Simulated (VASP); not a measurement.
Wanted: the native input for a VASP 6.6.1 run.

```yaml
Task: single point
Functional: PBEsol
Potentials_or_basis: VASP PAW PBE potentials, release 64 (Pt)
Cutoff: 520 eV
k_mesh: 22 × 22 × 22
Occupations: gaussian, width 0.15 eV
Spin: no spin polarisation
Dipole_correction: no
Further_INCAR_settings: ALGO = Fast; EDIFF = 1e-06; NBANDS = 11
```

The structure of Pt lies in POSCAR:

```
Pt
1.0
   -2.2714891583      1.6806450884      1.6806450884
    1.6806450884     -2.2714891583      1.6806450884
    1.6806450884      1.6806450884     -2.2714891583
Pt
1
Direct
    0.0000000000      0.0000000000      0.0000000000
```

One way to write it, as run:

INCAR

```
SYSTEM = Pt
PREC = Accurate ; ENCUT = 520
EDIFF = 1E-6 ; ISMEAR = 0
SIGMA = 0.15 ; LREAL = .False.
LASPH = .True. ; NELM = 100
ALGO = Fast ; ISIF = 2
LWAVE = .False. ; LCHARG = .True.
GGA = PS ; LELF = .True.
LVHAR = .True. ; NBANDS = 11
```

KPOINTS

```
regular mesh
0
Gamma
  22 22 22
  0 0 0
```

Potentials or basis: VASP PAW PBE potentials, release 64 (Pt).

Command:

```bash
$ cat potpaw_PBE.64/Pt/POTCAR > POTCAR
$ mpirun -np 1 vasp_std > vasp.out
```

It gave:

```yaml
Pressure: 134.0 GPa
Band_gap_on_the_k_mesh: zero (band 5 reaches 12.66 eV, above the bottom of band 6 at 5.82 eV)
```

Caveat: the PAW data sets were made with another functional, which shifts forces and pressure a little; spin-orbit coupling is left out, which moves the levels of the heavy elements.

Run time: 62 s on 1 thread of Intel(R) Xeon(R) 6975P-C (Granite Rapids) (shared host), peak memory 0.3 GiB.
